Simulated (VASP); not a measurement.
Runs of VASP 6.6.1 on CdTe. The structure is that of space group Pm-3m (No. 221), or close to it. The cells are those of the table. 

```tsv
task	level	cell	k mesh	cutoff (eV)	gap on the mesh (eV)	pressure (GPa)	relaxed volume (Å³/atom)
single point	PBEsol	a = 3.697 Å, 2 atoms	6 × 6 × 6	500	none	(b)	-
relaxation of cell and atoms	PBEsol	relaxed from a = 3.631 Å, 2 atoms	6 × 6 × 6	500	none	0.0	(a)
relaxation of cell and atoms	r2SCAN+rVV10	relaxed from a = 3.697 Å, 2 atoms	6 × 6 × 6	550	none	0.0	26.23
single point	r2SCAN+rVV10	a = 3.735 Å, 2 atoms	6 × 6 × 6	550	none	0.4	-
single point	r2SCAN+rVV10	a = 3.735 Å, 2 atoms	8 × 8 × 8	550	none	0.5	-
```

Alike in all rows: potentials or basis VASP PAW PBE potentials, release 64 (Cd, Te); no spin polarisation; smearing fermi-dirac 0.03 eV.

Task: Estimate the missing entries.

Result: (a) 25.34; (b) 0.2.

Caveats: the PAW data sets were made with another functional, which shifts forces and pressure a little; spin-orbit coupling is left out, which moves the levels of the heavy elements.

A k mesh can miss the band edges, and the runs leave out spin-orbit coupling on Cd, Te.

A gap of «none» marks levels without a gap at the run's occupations.
